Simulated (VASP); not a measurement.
The system is Mg.

```
Mg
1.0
     2.95000    0.00000    0.00000
     0.00000    2.95000    0.00000
     0.00000    0.00000    2.95000
Mg
1
Direct
  0.00000 0.00000 0.00000
```

| Property | Result |
| --- | --- |
| Program | VASP 6.6.1 |
| Task | relaxation of cell and atoms |
| Functional | PBE |
| Potentials or basis | VASP PAW PBE potentials, release 64 (Mg) |
| Cutoff | 600 eV |
| k mesh | 7 × 7 × 7 |
| Occupations | gaussian, width 0.1 eV |
| Spin | no spin polarisation |

At the start: pressure 1.8 GPa; volume 25.67 Å³/atom.

How do energy, volume and symmetry change on relaxing?

Over 3 steps the energy falls by 9.9 meV/atom and the volume is 27.57 Å³/atom (+7.4 %); space group Pm-3m (No. 221, to 0.05 Å).

The path:
```csv
step,energy change (eV),largest force (eV/Å),pressure (GPa),volume (Å³)
1,0.0000,0.0000,1.84,25.67
2,-0.0085,0.0000,0.65,26.78
3,-0.0099,0.0000,-0.06,27.57
```

Final structure:
```yaml
crystal:
  lattice:
    - [3.02105, 0.00000, 0.00000]
    - [0.00000, 3.02105, 0.00000]
    - [0.00000, 0.00000, 3.02105]
  atoms:
    - { symbol: Mg, position: [0.00000, 0.00000, 0.00000] }
```
